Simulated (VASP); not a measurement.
Wanted: the native input for a VASP 6.6.1 run.

- Task: single point
- Functional: LDA
- Potentials or basis: VASP PAW LDA potentials, release 64 (Cs_sv)
- Cutoff: 520 eV
- k mesh: 8 × 8 × 8
- Occupations: fermi-dirac, width 0.1 eV
- Spin: no spin polarisation
- Dipole correction: no
- Further INCAR settings: ALGO = Normal; EDIFF = 1e-06; NBANDS = 10

The structure of Cs lies in POSCAR:

```
Cs
1.0
    4.9190386097      0.0000000000      0.0000000000
    0.0000000000      4.9190386097      0.0000000000
    0.0000000000      0.0000000000      4.9190386097
Cs
1
Direct
    0.0000000000      0.0000000000      0.0000000000
```

This isn't the form of Cs at room conditions, which is bcc.

The input as run:

INCAR

```
SYSTEM = Cs
ALGO     = Normal         ! electronic algorithm
EDIFF    = 1E-6           ! SCF threshold, eV
ENCUT    = 520            ! plane-wave cutoff, eV
GGA      = CA             ! functional
ISIF     = 2              ! what is computed and relaxed
ISMEAR   = -1             ! smearing method
LASPH    = .TRUE.         ! aspherical terms in the spheres
LCHARG   = .FALSE.        ! write CHGCAR
LREAL    = .FALSE.        ! projectors in reciprocal space
LWAVE    = .FALSE.        ! write WAVECAR
NBANDS   = 10             ! bands
NELM     = 60             ! most SCF steps
PREC     = Accurate       ! precision mode
SIGMA    = 0.1            ! smearing width, eV
```

KPOINTS

```
k-points
0
G
  8 8 8
  0 0 0
```

Potentials or basis: VASP PAW LDA potentials, release 64 (Cs_sv).

The run is started by

```bash
$ cat potpaw_LDA.64/Cs_sv/POTCAR > POTCAR
$ mpirun -np 1 vasp_std > vasp.out
```

It gave:

```yaml
Pressure: -0.2 GPa
Band_gap_on_the_k_mesh: zero (an odd number of electrons rules out a gap without spin polarisation)
```

Caveat: spin-orbit coupling is left out, which moves the levels of the heavy elements.

It took 11 s on 1 thread of AMD EPYC 9R45 96-Core Processor (Zen 5), on a shared host, peak memory 0.17 GiB.
